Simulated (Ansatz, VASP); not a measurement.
**Li3OF: VASP beside Ansatz**

```
CELL_PARAMETERS angstrom
3.64213 0.00000 0.00000
0.00000 3.64213 0.00000
0.00000 0.00000 3.64213
ATOMIC_POSITIONS crystal
F 0.00000 0.00000 0.00000
O 0.50000 0.50000 0.50000
Li 0.50000 0.50000 0.00000
Li 0.50000 0.00000 0.50000
Li 0.00000 0.50000 0.50000
```

Alike in both runs: task single point; functional PBE; k mesh 8 × 8 × 8; no spin polarisation.

|  | VASP | Ansatz |
| --- | --- | --- |
| version | VASP 6.6.1 | Ansatz 0.2.0 |
| potentials or method | VASP PAW PBE potentials, release 64 (F, O, Li_sv) | plane waves, PAW |
| plane-wave cutoff (eV) | 520 | 420 |
| occupations | gaussian, width 0.01 eV | fixed |
| valence electrons in the cell | 22 | 22 |

```tsv
	VASP	Ansatz	Ansatz less VASP
gap on the k mesh at the Fermi level (eV)	4.95	4.95	0.000
```

Noted on VASP's run: the cutoff is short for stress, so the pressure is rough.
